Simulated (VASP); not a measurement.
Runs of VASP 6.6.1 on Zn4SO3. The structure is that of space group P3m1 (No. 156), or close to it. The cells are those of the table. 

| spin | cell | k mesh | smearing | gap on the mesh (eV) | pressure (GPa) | largest force (eV/Å) |
| --- | --- | --- | --- | --- | --- | --- |
| off | a = 3.424, b = 3.424, c = 11.101 Å, angles 90.0, 90.0, 120.0°, 8 atoms | 12 × 12 × 4 | gaussian 0.1 eV | none | 0.6 | 0.04 |
| collinear, ferromagnetic start | a = 3.424, b = 3.424, c = 11.101 Å, angles 90.0, 90.0, 120.0°, 8 atoms | 6 × 6 × 2 | gaussian 0.1 eV | none | 0.6 | 0.06 |
| off | a = 3.424, b = 3.424, c = 11.101 Å, angles 90.0, 90.0, 120.0°, 8 atoms | 6 × 6 × 2 | gaussian 0.2 eV | none | 0.6 | 0.06 |
| off | a = 3.424, b = 3.424, c = 11.101 Å, angles 90.0, 90.0, 120.0°, 8 atoms | 6 × 6 × 2 | gaussian 0.1 eV | none | 0.6 | 0.07 |
| off | a = 3.424, b = 3.424, c = 11.099 Å, angles 90.0, 90.0, 120.0°, 8 atoms | 6 × 6 × 2 | gaussian 0.2 eV | none | 0.6 | (a) |

Alike in all rows: task single point; level PBE; potentials or basis VASP PAW PBE potentials, release 64 (Zn, S, O); cutoff (eV) 520.

Estimate the missing entries.

(a) 0.05.

A gap of «none» marks levels without a gap at the run's occupations.
